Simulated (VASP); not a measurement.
# Sr in VASP: relaxation of the atoms with PBEsol

Aim: the relaxation of the atoms of Sr with PBEsol.

Program: VASP 6.6.1. These are calculated values, not measurements. Logs are shortened: lines on timing, memory, paths and dates and some standing lists are left out, and cuts for length are marked.

## 1. The cell of the first run

The cell holds a slab with vacuum, 4 atoms: a = 4.183 Å, b = 4.183 Å, c = 25.247 Å, α = 90.00°, β = 90.00°, γ = 120.00°.

## 2. Relaxation of the atoms, PBEsol

INCAR

```
PREC = Accurate
ENCUT = 520
EDIFF = 1E-7
ISMEAR = 0
SIGMA = 0.1
LREAL = False
LASPH = True
NELM = 80
ALGO = Normal
ISIF = 2
LWAVE = False
LCHARG = False
LDIPOL = True
IDIPOL = 3
DIPOL = 0.5 0.5 0.500
GGA = PS
IBRION = 2
NSW = 80
EDIFFG = -0.02
```

KPOINTS

```
Automatic mesh
0
Gamma
  9 9 1
```

POSCAR

```
Sr
1.0
    4.1831297288      0.0000000000      0.0000000000
   -2.0915648644      3.6226966124      0.0000000000
    0.0000000000      0.0000000000     25.2465333634
Sr
4
Direct
    0.6666666667      0.3333333333      0.2970704885
    0.3333333333      0.6666666667      0.4323568295
    0.0000000000      0.0000000000      0.5676431705
    0.6666666667      0.3333333333      0.7029295115
```

Potentials or basis: VASP PAW PBE potentials, release 64 (Sr_sv).

Launch:

```bash
$ cat potpaw_PBE.64/Sr_sv/POTCAR > POTCAR
$ mpirun -np 1 vasp_std > vasp.out
```

OUTCAR:

```text
PREC = Accurate
   ENCUT = 520
   EDIFF = 1E-7
   ISMEAR = 0
   LREAL = False
   LASPH = True
   NELM = 80
   ISIF = 2
   GGA = PS
   IBRION = 2
   NSW = 80
   EDIFFG = -0.02

 ion  position               nearest neighbor table
   1  0.667  0.333  0.297-   2 4.18   2 4.18   2 4.18
   2  0.333  0.667  0.432-   1 4.18   3 4.18   1 4.18   3 4.18   3 4.18   1 4.18
   3  0.000  0.000  0.568-   2 4.18   4 4.18   2 4.18   4 4.18   2 4.18   4 4.18
   4  0.667  0.333  0.703-   3 4.18   3 4.18   3 4.18

  LATTYP: Found a hexagonal cell.
 ALAT       =     4.1831297288
 C/A-ratio  =     6.0353216372

  Lattice vectors:

 A1 = (   4.1831297288,   0.0000000000,   0.0000000000)
 A2 = (  -2.0915648644,   3.6226966124,   0.0000000000)
 A3 = (   0.0000000000,   0.0000000000,  25.2465333634)

Analysis of symmetry for initial positions (statically):
=====================================================================
 Subroutine PRICEL returns:
 Original cell was already a primitive cell.

 Routine SETGRP: Setting up the symmetry group for a
 hexagonal supercell.

 Subroutine GETGRP returns: Found 12 space group operations
 (whereof  6 operations were pure point group operations)
 out of a pool of 24 trial point group operations.

The static configuration has the point symmetry C_3v.
 The point group associated with its full space group is D_3d.

Analysis of symmetry for dynamics (positions and initial velocities):
=====================================================================
 Subroutine PRICEL returns:
 Original cell was already a primitive cell.

 Routine SETGRP: Setting up the symmetry group for a
 hexagonal supercell.

 Subroutine GETGRP returns: Found 12 space group operations
 (whereof  6 operations were pure point group operations)
 out of a pool of 24 trial point group operations.

The dynamic configuration has the point symmetry C_3v.
 The point group associated with its full space group is D_3d.

 Subroutine INISYM returns: Found 12 space group operations
 (whereof  6 operations are pure point group operations),
 and found     1 'primitive' translations

----------------------------------------------------------------------------------------

                                     Primitive cell

  volume of cell :     382.5913

  direct lattice vectors                    reciprocal lattice vectors
     4.183129729  0.000000000  0.000000000     0.239055460  0.138018734  0.000000000
    -2.091564864  3.622696612  0.000000000     0.000000000  0.276037468  0.000000000
     0.000000000  0.000000000 25.246533363     0.000000000  0.000000000  0.039609398

  length of vectors
     4.183129729  4.183129729 25.246533363     0.276037468  0.276037468  0.039609398

  position of ions in fractional coordinates (direct lattice)
     0.666666667  0.333333333  0.297070488
     0.333333333  0.666666667  0.432356830
     0.000000000  0.000000000  0.567643170
     0.666666667  0.333333333  0.702929512

  ion indices of the primitive-cell ions
   primitive index   ion index
                 1           1
                 2           2
                 3           3
                 4           4

----------------------------------------------------------------------------------------

 KPOINTS: Automatic mesh

Automatic generation of k-mesh.
 Grid dimensions read from file:
 generate k-points for:    9    9    1

 Generating k-lattice:

  Cartesian coordinates                     Fractional coordinates (reciprocal lattice)
     0.026561718  0.015335415  0.000000000     0.111111111  0.000000000  0.000000000
     0.000000000  0.030670830  0.000000000     0.000000000  0.111111111  0.000000000
     0.000000000  0.000000000  0.039609398     0.000000000  0.000000000  1.000000000

  Length of vectors
     0.030670830  0.030670830  0.039609398

  Shift w.r.t. Gamma in fractional coordinates (k-lattice)
     0.000000000  0.000000000  0.000000000

 Subroutine IBZKPT returns following result:
 ===========================================

 Found     12 irreducible k-points:

 Following reciprocal coordinates:
            Coordinates               Weight
  0.000000  0.000000  0.000000      1.000000
  0.111111 -0.000000  0.000000      6.000000
  0.222222  0.000000  0.000000      6.000000
  0.333333  0.000000  0.000000      6.000000
  0.444444  0.000000  0.000000      6.000000
  0.111111  0.111111  0.000000      6.000000
  0.222222  0.111111  0.000000     12.000000
  0.333333  0.111111  0.000000     12.000000
  0.444444  0.111111  0.000000      6.000000
  0.222222  0.222222  0.000000      6.000000
  0.333333  0.222222  0.000000     12.000000
  0.333333  0.333333  0.000000      2.000000
   k-points           NKPTS =     12   k-points in BZ     NKDIM =     12   number of bands    NBANDS=     24
   number of dos      NEDOS =    301   number of ions     NIONS =      4
   total plane-waves  NPLWV = 196608
   dimension x,y,z NGX =    32 NGY =   32 NGZ =  192
   dimension x,y,z NGXF=    64 NGYF=   64 NGZF=  384
   ions per type =               4
   NGX,Y,Z   is equivalent  to a cutoff of  12.72, 12.72, 12.64 a.u.
   NGXF,Y,Z  is equivalent  to a cutoff of  25.43, 25.43, 25.29 a.u.
 SYSTEM =  unknown system
   PREC   = accura    normal or accurate (medium, high low for compatibility)
   ISTART =      0    job   : 0-new  1-cont  2-samecut
   ICHARG =      2    charge: 1-file 2-atom 10-const
   ISPIN  =      1    spin polarized calculation?
   LNONCOLLINEAR =      F non collinear calculations
   LSORBIT =      F    spin-orbit coupling
   LASPH  =      T    aspherical Exc in radial PAW
   ENCUT  =  520.0 eV  38.22 Ry    6.18 a.u.   7.78  7.78 46.94*2*pi/ulx,y,z
   NELM   =     80;   NELMIN=  2; NELMDL= -5     # of ELM steps
   EDIFF  = 0.1E-06   stopping-criterion for ELM
   LREAL  =      F    real-space projection
   EDIFFG = -.2E-01   stopping-criterion for IOM
   NSW    =     80    number of steps for IOM
   IBRION =      2    ionic relax: 0-MD 1-quasi-New 2-CG
   NFREE  =      1    steps in history (QN), initial steepest desc. (CG)
   ISIF   =      2    stress and relaxation
   ISYM   =      2    0-nonsym 1-usesym 2-fastsym
   POTIM  = 0.5000    time-step for ionic-motion
   TEBEG  =    0.0;   TEEND  =   0.0 temperature during run
   PSTRESS=    0.0 pullay stress
   NELECT =      40.0000    total number of electrons
   NUPDOWN=      -1.0000    fix difference up-down
   EMIN   =  10.00;   EMAX   =-10.00  energy-range for DOS
   EFERMI =   0.00;   METHOD = LEGACY
   ISMEAR =     0;   SIGMA  =   0.10  broadening in eV -4-tet -1-fermi 0-gaus
   EFERMI_NEDOS =   21; number of points for ismear=-14 and -15
   IALGO  =     38    algorithm
   IMIX   =      4    mixing-type and parameters
     AMIX     =   0.40;   BMIX     =  1.00
     AMIX_MAG =   1.60;   BMIX_MAG =  1.00
  volume/ion in A,a.u.               =      95.65       645.46
  Fermi-wavevector in a.u.,A,eV,Ry     =   0.771229  1.457411  8.092658  0.594794
  Thomas-Fermi vector in A             =   1.872602
   LORBIT       =      0    0 simple, 1 ext, 2 COOP (PROOUT), +10 PAW based schemes
   GGA     = PS    functional components
   LHFCALC =     F    Hartree Fock is set to
   AEXX    =    0.0000 exact exchange contribution
   IVDW    =     0    specifies the selected vdW correction
   LEPSILON=     F    determine dielectric tensor
   LRPA    =     F    only Hartree local field effects (RPA)
 conjugate gradient relaxation of ions
 non-spin polarized calculation
 Gauss-broadening in eV      SIGMA  =   0.10
  energy-cutoff  :      520.00
  volume of cell :      382.59
 maximum number of plane-waves:     10356
 NGX is ok and might be reduce to    32
   NGX = 15   NGY = 15   NGZ = 93

--------------------------------------- Ionic step        1  -------------------------------------------

 number of electron      40.0000000 magnetization

 Free energy of the ion-electron system (eV)
  ---------------------------------------------------
  ext. energy  EPLUGINS =         0.00000000
  ---------------------------------------------------
  free energy    TOTEN  =        -6.60843748 eV

  energy without entropy =       -6.58124001  energy(sigma->0) =       -6.59483875

------------------------ aborting loop because EDIFF is reached ----------------------------------------

  FORCE on cell =-STRESS in cart. coord.  units (eV):
  Direction    XX          YY          ZZ          XY          YZ          ZX
  --------------------------------------------------------------------------------------
  -------------------------------------------------------------------------------------
  Total        0.2810296      0.2810296     -0.6143918      0.0000000      0.0000000      0.0000000
  in kB        1.1768674      1.1768674     -2.5728882      0.0000000      0.0000000      0.0000000
  external PRESSURE =      -0.0730511 kB  Pullay stress =       0.0000000 kB
[... 57 lines left out ...]
  FREE ENERGIE OF THE ION-ELECTRON SYSTEM (eV)
  ---------------------------------------------------
  free  energy   TOTEN  =        -6.6092257259 eV

  energy  without entropy=       -6.5822262446  energy(sigma->0) =       -6.59572599

 dipolmoment           0.000000      0.000000     -0.000000 electrons x Angstroem

--------------------------------------- Ionic step        3  -------------------------------------------

 number of electron      40.0000000 magnetization

------------------------ aborting loop because EDIFF is reached ----------------------------------------
[... 185 lines left out ...]
--------------------------------------- Ionic step        8  -------------------------------------------

 number of electron      40.0000000 magnetization

 dipolmoment           0.000000      0.000000      0.000000 electrons x Angstroem

 Free energy of the ion-electron system (eV)
  ---------------------------------------------------
  ext. energy  EPLUGINS =         0.00000000
  ---------------------------------------------------
  free energy    TOTEN  =        -6.61713632 eV

  energy without entropy =       -6.59649294  energy(sigma->0) =       -6.60681463

 E-fermi :  -0.1278     XC(G=0):  -4.6956

 val. band max:       -0.1339639900   @ k =   0.2222   0.2222   0.0000
 cond. band min:      -0.0322854470   @ k =   0.0000   0.0000   0.0000
 fundamental gap:      0.1016785430
 Fermi energy:        -0.1278318954

 k-point     1 :       0.0000    0.0000    0.0000
  band No.  band energies     occupation
      1     -36.9114      2.00000
      2     -36.9114      2.00000
      3     -36.5335      2.00000
      4     -36.5235      2.00000
      5     -19.0002      2.00000
      6     -18.9970      2.00000
[... 313 lines left out ...]
     23       0.2642      0.00000
     24       0.4801      0.00000

------------------------ aborting loop because EDIFF is reached ----------------------------------------

 vacuum level on the upper side and lower side of the slab       (xc-potential included)        -0.188        -0.188

  FORCE on cell =-STRESS in cart. coord.  units (eV):
  Direction    XX          YY          ZZ          XY          YZ          ZX
  --------------------------------------------------------------------------------------
  -------------------------------------------------------------------------------------
  Total        0.4008530      0.4008530     -0.0526341      0.0000000      0.0000000      0.0000000
  in kB        1.6786520      1.6786520     -0.2204158      0.0000000      0.0000000      0.0000000
  external PRESSURE =       1.0456294 kB  Pullay stress =       0.0000000 kB
[... 19 lines left out ...]
  FREE ENERGIE OF THE ION-ELECTRON SYSTEM (eV)
  ---------------------------------------------------
  free  energy   TOTEN  =        -6.6171363196 eV

  energy  without entropy=       -6.5964929355  energy(sigma->0) =       -6.60681463

 reached required accuracy - stopping structural energy minimisation

 vacuum level on the upper side and lower side of the slab         2.256         2.258
```

It took 29 min on 1 thread of Intel Xeon 8259CL, shared host; peak memory 0.54 GiB.

Results:

| Item | Value |
| --- | --- |
| Free energy | -6.6171 eV |
| Energy gained by relaxing | 2.2 meV/atom |
| Ionic steps | 8 |
| Largest force after relaxing | 0.011 eV/Å |
| Band gap on the k mesh | zero (bands 20 and 21 overlap by 0.02 eV) |

Forces on the atoms (eV/Å):
```
Sr   0.000  0.000  0.001
Sr   0.000  0.000  0.011
Sr   0.000  0.000 -0.011
Sr   0.000  0.000 -0.001
```

Step by step:
```csv
step,energy change (eV),largest force (eV/Å),pressure (GPa)
1,0.0000,0.0765,-0.01
2,-0.0008,0.0725,0.00
3,-0.0027,0.0598,0.01
4,-0.0046,0.0327,0.03
5,-0.0047,0.0404,0.03
6,-0.0053,0.0379,0.04
7,-0.0070,0.0297,0.06
8,-0.0087,0.0114,0.10
```

Final structure:
```
CELL_PARAMETERS angstrom
4.18313 0.00000 0.00000
-2.09156 3.62270 0.00000
0.00000 0.00000 25.24653
ATOMIC_POSITIONS crystal
Sr 0.66667 0.33333 0.30152
Sr 0.33333 0.66667 0.43275
Sr 0.00000 0.00000 0.56725
Sr 0.66667 0.33333 0.69848
```

Caveat: the PAW data sets were made with another functional, which shifts forces and pressure a little.

The gap in the log of VASP goes by the Fermi energy; the results here count the filled bands.